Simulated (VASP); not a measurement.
# Zn (P6_3/mmc) in VASP: further runs, part 2 of 2

VASP 6.6.1. The steps go on from the part before.

### 3 Relaxation of cell and atoms, PBE+D4

INCAR reads:

```
  PREC = Accurate
  ENCUT = 600
  EDIFF = 1E-6
  ISMEAR = 0
  SIGMA = 0.1
  LREAL = F
  LASPH = T
  NELM = 60
  ALGO = Normal
  ISIF = 3
  LWAVE = F
  LCHARG = F
  GGA = PE
  IVDW = 13
  IBRION = 2
  NSW = 80
  EDIFFG = -0.1
```

KPOINTS reads:

```
Automatic mesh
0
Gamma
  10 10 4
```

POSCAR reads:

```
Zn
1.0
    2.6700000000      0.0000000000      0.0000000000
   -1.3350000000      2.3122878300      0.0000000000
    0.0000000000      0.0000000000      4.9660000000
Zn
2
Direct
    0.3333333333      0.6666666667      0.2500000000
    0.6666666667      0.3333333333      0.7500000000
```

Potentials or basis: VASP PAW PBE potentials, release 64 (Zn).

On the command line:

```sh
> cat potpaw_PBE.64/Zn/POTCAR > POTCAR
> mpirun -np 1 vasp_std > vasp.out
```

OUTCAR:

```text
PREC = Accurate
   ENCUT = 600
   EDIFF = 1E-6
   ISMEAR = 0
   LREAL = F
   LASPH = T
   NELM = 60
   ISIF = 3
   GGA = PE
   IVDW = 13
   IBRION = 2
   NSW = 80
   EDIFFG = -0.1

 ion  position               nearest neighbor table
   1  0.333  0.667  0.250-   2 2.92   2 2.92   2 2.92   2 2.92   2 2.92   2 2.92
   2  0.667  0.333  0.750-   1 2.92   1 2.92   1 2.92   1 2.92   1 2.92   1 2.92

  LATTYP: Found a hexagonal cell.
 ALAT       =     2.6700000000
 C/A-ratio  =     1.8599250936

  Lattice vectors:

 A1 = (   2.6700000000,   0.0000000000,   0.0000000000)
 A2 = (  -1.3350000000,   2.3122878300,   0.0000000000)
 A3 = (   0.0000000000,   0.0000000000,   4.9660000000)

Analysis of symmetry for initial positions (statically):
=====================================================================
 Subroutine PRICEL returns:
 Original cell was already a primitive cell.

 Routine SETGRP: Setting up the symmetry group for a
 hexagonal supercell.

 Subroutine GETGRP returns: Found 24 space group operations
 (whereof 12 operations were pure point group operations)
 out of a pool of 24 trial point group operations.

The static configuration has the point symmetry D_3d.
 The point group associated with its full space group is D_6h.

Analysis of symmetry for dynamics (positions and initial velocities):
[... 146 lines left out ...]
  energy-cutoff  :      600.00
  volume of cell :       30.66
 maximum number of plane-waves:      1051
 NGX is ok and might be reduce to    24
   NGX = 11   NGY = 11   NGZ = 19

--------------------------------------- Ionic step        1  -------------------------------------------

 number of electron      24.0000003 magnetization

 Free energy of the ion-electron system (eV)
  ---------------------------------------------------
  ext. energy  EPLUGINS =         0.00000000
  ---------------------------------------------------
  free energy    TOTEN  =        -2.24694800 eV

  energy without entropy =       -2.24617831  energy(sigma->0) =       -2.24656316

------------------------ aborting loop because EDIFF is reached ----------------------------------------

  DFT-D4 for vdW energy calculation

  Edisp (eV):   -0.63561
[... 111 lines left out ...]
--------------------------------------- Ionic step        4  -------------------------------------------

 number of electron      23.9999991 magnetization

 Free energy of the ion-electron system (eV)
  ---------------------------------------------------
  ext. energy  EPLUGINS =         0.00000000
  ---------------------------------------------------
  free energy    TOTEN  =        -2.23583040 eV

  energy without entropy =       -2.23449470  energy(sigma->0) =       -2.23516255

 E-fermi :   3.4533     XC(G=0): -11.8148

 val. band max:        3.3759368070   @ k =   0.3000   0.1000   0.0000
 cond. band min:       3.5418970422   @ k =   0.4000   0.0000   0.0000
 fundamental gap:      0.1659602352
 Fermi energy:         3.4532725595

 k-point     1 :       0.0000    0.0000    0.0000
  band No.  band energies     occupation
      1      -7.3242      2.00000
      2      -5.3361      2.00000
      3      -4.5708      2.00000
      4      -4.3338      2.00000
      5      -4.3338      2.00000
      6      -4.2745      2.00000
[... 433 lines left out ...]
      3      -4.7345      2.00000
      4      -4.5957      2.00000
      5      -4.2224      2.00000
      6      -4.0045      2.00000
[... 8 lines left out ...]
     15      10.2343      0.00000
     16      11.7530      0.00000

 [... further k-points ...]

------------------------ aborting loop because EDIFF is reached ----------------------------------------

  DFT-D4 for vdW energy calculation

  Edisp (eV):   -0.67107
[... 25 lines left out ...]
  FREE ENERGIE OF THE ION-ELECTRON SYSTEM (eV)
  ---------------------------------------------------
  free  energy   TOTEN  =        -2.9068974257 eV

  energy  without entropy=       -2.9055617282  energy(sigma->0) =       -2.90622958

 reached required accuracy - stopping structural energy minimisation
```

OSZICAR:

```text
N       E                     dE             d eps       ncg     rms          rms(c)
DAV:   1     0.101573883427E+03    0.10157E+03   -0.14007E+04  1360   0.259E+03
DAV:   2     0.403214434295E+00   -0.10117E+03   -0.99355E+02  1368   0.316E+02
DAV:   3    -0.244466622242E+01   -0.28479E+01   -0.28439E+01  1632   0.644E+01
[... 30 lines left out ...]
DAV:   3    -0.223579781476E+01    0.45780E-02   -0.47822E-03  1832   0.120E+00    0.595E-02
DAV:   4    -0.223583209567E+01   -0.34281E-04   -0.59917E-04  1480   0.264E-01    0.323E-02
DAV:   5    -0.223583182612E+01    0.26955E-06   -0.26109E-05  1496   0.676E-02    0.841E-03
DAV:   6    -0.223583042236E+01    0.14038E-05   -0.46811E-06  1416   0.450E-02    0.877E-04
DAV:   7    -0.223583040233E+01    0.20032E-07   -0.32903E-07   696   0.884E-03
   4 F= -.29068974E+01 E0= -.29062296E+01  d E =-.144058E-02
```

Wall time 2 min (1 thread of Intel Xeon 8259CL, shared host); peak memory 0.17 GiB.

What came out:

* Free energy: -2.9069 eV
* Relaxed volume: 14.48 Å³/atom
* Relaxed cell: a = 2.634 Å, b = 2.634 Å, c = 4.818 Å, α = 90.00°, β = 90.00°, γ = 120.00°
* Space group after relaxing (to 0.1 Å): P6_3/mmc (No. 194)
* Energy gained by relaxing: 12.2 meV/atom
* Ionic steps: 4
* Pressure after relaxing: 0.1 GPa
* Band gap on the k mesh: zero (bands 12 and 13 overlap by 3.98 eV)
* Dispersion energy per atom: -0.336 eV

The path:
| step | energy change (eV) | largest force (eV/Å) | pressure (GPa) | volume (Å³) |
| --- | --- | --- | --- | --- |
| 1 | 0.0000 | 0.0000 | -3.96 | 30.66 |
| 2 | -0.0229 | 0.0000 | 0.10 | 29.01 |
| 3 | -0.0229 | 0.0000 | 0.15 | 28.98 |
| 4 | -0.0243 | 0.0000 | 0.07 | 28.95 |

Final structure:
```yaml
crystal:
  lattice:
    - [2.63425, 0.00000, 0.00000]
    - [-1.31713, 2.28133, 0.00000]
    - [0.00000, 0.00000, 4.81798]
  atoms:
    - { symbol: Zn, position: [0.33333, 0.66667, 0.25000] }
    - { symbol: Zn, position: [0.66667, 0.33333, 0.75000] }
```

Levels at points of the mesh, in eV from the Fermi level:
| k point | band 8 | band 9 | band 10 | band 11 | band 12 | band 13 | band 14 | band 15 | band 16 |
| --- | --- | --- | --- | --- | --- | --- | --- | --- | --- |
| (0.00, 0.00, 0.00) | -7.40 | -7.40 | -7.15 | -7.15 | -3.80 | -2.80 | 14.62 | 17.79 | 17.79 |
| (0.50, 0.00, 0.00) | -7.16 | -6.97 | -6.95 | -3.03 | -2.25 | 2.87 | 3.61 | 4.50 | 5.87 |
| (0.00, 0.00, 0.50) | -7.77 | -7.25 | -7.25 | -7.25 | -7.25 | 5.06 | 5.06 | 19.18 | 19.18 |
| (0.50, 0.00, 0.50) | -7.18 | -6.96 | -6.96 | -2.02 | -2.02 | 0.20 | 0.20 | 10.70 | 10.70 |

### 4 Relaxation of cell and atoms, PBE

INCAR reads:

```
PREC     = Accurate       # precision mode
ENCUT    = 600            # plane-wave cutoff, eV
EDIFF    = 1E-6           # SCF threshold, eV
ISMEAR   = 0              # smearing method
SIGMA    = 0.1            # smearing width, eV
LREAL    = F              # projectors in reciprocal space
LASPH    = T              # aspherical terms in the spheres
NELM     = 60             # most SCF steps
ALGO     = Normal         # electronic algorithm
ISIF     = 3              # what is computed and relaxed
LWAVE    = F              # write WAVECAR
LCHARG   = F              # write CHGCAR
GGA      = PE             # functional
IBRION   = 2              # ionic algorithm
NSW      = 80             # ionic steps
EDIFFG   = -0.1           # ionic threshold
```

KPOINTS is that of step 3.

POSCAR is that of step 3.

On the command line:

```sh
> cat potpaw_PBE.64/Zn/POTCAR > POTCAR
> mpirun -np 1 vasp_std > vasp.out
```

It took 56 s on 1 thread of Intel Xeon 8259CL, shared host; peak memory 0.17 GiB.

It converged, with:

```yaml
Free_energy: -2.2491 eV
Relaxed_volume: 15.16 Å³/atom
Relaxed_cell: a = 2.667 Å, b = 2.667 Å, c = 4.924 Å, α = 90.00°, β = 90.00°, γ = 120.00°
Space_group_after_relaxing_to_0.1_Å: P6_3/mmc (No. 194)
Energy_gained_by_relaxing: 1.1 meV/atom
Ionic_steps: 2
Pressure_after_relaxing: -0.1 GPa
Band_gap_on_the_k_mesh: zero (bands 12 and 13 overlap by 4.10 eV)
```

Stress tensor (GPa, compression positive):
```
 0.21  0.00  0.00
 0.00  0.21  0.00
 0.00  0.00 -0.65
```

The path:
```
step  energy change (eV)  largest force (eV/Å)  pressure (GPa)  volume (Å³)
   1              0.0000                0.0000           -0.79        30.66
   2             -0.0022                0.0000           -0.08        30.33
```

Final structure:
```
CELL_PARAMETERS angstrom
2.66683 0.00000 0.00000
-1.33342 2.30954 0.00000
0.00000 0.00000 4.92367
ATOMIC_POSITIONS crystal
Zn 0.33333 0.66667 0.25000
Zn 0.66667 0.33333 0.75000
```

Levels at points of the mesh, in eV from the Fermi level:
| k point | band 9 | band 10 | band 11 | band 12 | band 13 | band 14 | band 15 | band 16 |
| --- | --- | --- | --- | --- | --- | --- | --- | --- |
| (0.00, 0.00, 0.00) | -7.19 | -6.98 | -6.98 | -3.50 | -2.85 | 13.96 | 17.48 | 17.56 |
| (0.50, 0.00, 0.00) | -6.80 | -6.78 | -2.74 | -2.07 | 2.80 | 3.67 | 4.26 | 5.85 |
| (0.00, 0.00, 0.50) | -7.06 | -7.06 | -7.06 | -7.06 | 4.83 | 4.83 | 18.79 | 18.79 |
| (0.50, 0.00, 0.50) | -6.79 | -6.79 | -1.75 | -1.75 | 0.23 | 0.23 | 10.36 | 10.36 |

### 5 Relaxation of cell and atoms, r2SCAN+rVV10

POSCAR is that of step 4.

INCAR.step1 reads:

```
SYSTEM = Zn
  ALGO = Normal
  EDIFF = 1E-4
  ENCUT = 600
  GGA = PE
  ISMEAR = 0
  LASPH = .TRUE.
  LCHARG = .FALSE.
  LREAL = .FALSE.
  LWAVE = .TRUE.
  NELM = 100
  PREC = Accurate
  SIGMA = 0.1
```

INCAR.step2 reads:

```
SYSTEM = Zn
  ALGO = Normal
  BPARAM = 11.95
  CPARAM = 0.0093
  EDIFF = 1E-7
  EDIFFG = -0.1
  ENCUT = 600
  IBRION = 2
  ISIF = 3
  ISMEAR = 0
  ISTART = 1
  IVDW_NL = 2
  LASPH = .TRUE.
  LCHARG = .FALSE.
  LMIXTAU = .TRUE.
  LREAL = .FALSE.
  LUSE_VDW = .TRUE.
  LWAVE = .FALSE.
  METAGGA = R2SCAN
  NELM = 100
  NSW = 80
  PREC = Accurate
  SIGMA = 0.1
```

KPOINTS reads:

```
k-points
0
G
  10 10 4
  0 0 0
```

On the command line:

```sh
> cat potpaw_PBE.64/Zn/POTCAR > POTCAR
> cp INCAR.step1 INCAR
> mpirun -np 1 vasp_std > vasp.out
> cp INCAR.step2 INCAR
> mpirun -np 1 vasp_std > vasp.out
```

Run time: 16 min. Hardware: 1 thread of Intel Xeon 8259CL, shared host; peak memory 0.28 GiB.

The run converged. Its results:

```
Free energy                           : -17.1709 eV
Relaxed volume                        : 14.13 Å³/atom
Relaxed cell                          : a = 2.612 Å, b = 2.612 Å, c = 4.783 Å, α = 90.00°, β = 90.00°, γ = 120.00°
Space group after relaxing (to 0.1 Å) : P6_3/mmc (No. 194)
Energy gained by relaxing             : 25.4 meV/atom
Ionic steps                           : 4
Pressure after relaxing               : 0.2 GPa
Band gap on the k mesh                : zero (bands 12 and 13 overlap by 4.03 eV)
```

Stress tensor (GPa, compression positive):
```
 0.47  0.00  0.00
 0.00  0.47  0.00
 0.00  0.00 -0.48
```

The path:
```tsv
step	energy change (eV)	largest force (eV/Å)	pressure (GPa)	volume (Å³)
1	0.0000	0.0000	-5.87	30.66
2	-0.0472	0.0000	0.66	28.23
3	-0.0474	0.0000	0.11	28.39
4	-0.0508	0.0000	0.15	28.27
```

Final structure:
```
CELL_PARAMETERS angstrom
2.61219 0.00000 0.00000
-1.30609 2.26222 0.00000
0.00000 0.00000 4.78339
ATOMIC_POSITIONS crystal
Zn 0.33333 0.66667 0.25000
Zn 0.66667 0.33333 0.75000
```

Levels at points of the mesh, in eV from the Fermi level:
```csv
k point,band 9,band 10,band 11,band 12,band 13,band 14,band 15,band 16
"(0.00, 0.00, 0.00)",-7.72,-7.46,-7.46,-4.11,-2.85,15.63,19.08,19.18
"(0.50, 0.00, 0.00)",-7.26,-7.24,-3.27,-2.33,3.15,3.85,5.03,6.17
"(0.00, 0.00, 0.50)",-7.56,-7.56,-7.56,-7.56,5.40,5.40,20.71,20.71
"(0.50, 0.00, 0.50)",-7.25,-7.25,-2.24,-2.24,0.39,0.39,11.51,11.51
```

Caveat: the PAW data sets were made with another functional, which shifts forces and pressure a little.

### 6 Overview

```tsv
level	gap on the mesh (eV)	pressure (GPa)	relaxed volume (Å³/atom)
PBEsol	none	0.1	14.16
PBE+D4	none	0.1	14.48
PBE	none	-0.1	15.16
r2SCAN+rVV10	none	0.2	14.13
```

Alike in all rows: task relaxation of cell and atoms; potentials or basis VASP PAW PBE potentials, release 64 (Zn); no spin polarisation; cell relaxed; k mesh 10 × 10 × 4; cutoff (eV) 600; smearing gaussian 0.1 eV.

Caveats: the PAW data sets were made with another functional, which shifts forces and pressure a little (at least some runs).

Total energies depend on the potentials used, so only differences within one code and one set of settings carry meaning.

The gap in the log of VASP goes by the Fermi energy; the results here count the filled bands.